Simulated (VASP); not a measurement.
A run of VASP 6.6.1 is set up as follows.

File POSCAR:

```
NaH
1.0
    2.9551240000      0.0000000000      0.0000000000
    0.0000000000      2.9551240000      0.0000000000
    0.0000000000      0.0000000000      2.9551240000
Na H
1 1
Direct
    0.0000000000      0.0000000000      0.0000000000
    0.5000000000      0.5000000000      0.5000000000
```

The input INCAR.step1:

```
SYSTEM = NaH
ALGO     = Normal         ! electronic algorithm
EDIFF    = 1E-5           ! SCF threshold, eV
ENCUT    = 440            ! plane-wave cutoff, eV
GGA      = PE             ! functional
GGA_COMPAT= .FALSE.      
ISIF     = 2              ! what is computed and relaxed
ISMEAR   = 0              ! smearing method
LASPH    = .TRUE.         ! aspherical terms in the spheres
LCHARG   = .FALSE.        ! write CHGCAR
LREAL    = .FALSE.        ! projectors in reciprocal space
LWAVE    = .TRUE.         ! write WAVECAR
NBANDS   = 11             ! bands
NELM     = 120            ! most SCF steps
PREC     = Accurate       ! precision mode
SIGMA    = 0.01           ! smearing width, eV
```

File INCAR.step2:

```
SYSTEM = NaH
AEXX     = 0.1            ! exact-exchange fraction
ALGO     = Normal         ! electronic algorithm
EDIFF    = 1E-6           ! SCF threshold, eV
ENCUT    = 440            ! plane-wave cutoff, eV
GGA_COMPAT= .FALSE.      
ISIF     = 2              ! what is computed and relaxed
ISMEAR   = 0              ! smearing method
ISTART   = 1            
LASPH    = .TRUE.         ! aspherical terms in the spheres
LCHARG   = .FALSE.        ! write CHGCAR
LHFCALC  = .TRUE.         ! exact exchange
LMIXTAU  = .TRUE.       
LREAL    = .FALSE.        ! projectors in reciprocal space
LWAVE    = .FALSE.        ! write WAVECAR
METAGGA  = R2SCAN         ! meta-GGA
NBANDS   = 11             ! bands
NELM     = 120            ! most SCF steps
PREC     = Accurate       ! precision mode
PRECFOCK = Normal       
SIGMA    = 0.01           ! smearing width, eV
```

KPOINTS

```
k-points
0
G
  2 2 2
  0 0 0
```

Potentials or basis: VASP PAW PBE potentials, release 64 (Na_pv, H).

Launch:

```console
$ cat potpaw_PBE.64/Na_pv/POTCAR potpaw_PBE.64/H/POTCAR > POTCAR
$ cp INCAR.step1 INCAR
$ mpirun -np 1 vasp_std > vasp.out
$ cp INCAR.step2 INCAR
$ mpirun -np 1 vasp_std > vasp.out
```

**Question.** Predict the pressure.

**Answer.** 1.8 GPa.

**Question.** Estimate the band gap on the k mesh.

**Answer.** 2.03 eV, indirect (least direct gap 5.66 eV).

Caveat: the k points lie up to 1.06 Å⁻¹ apart; the PAW data sets were made with another functional, which shifts forces and pressure a little. A k mesh can miss the band edges.
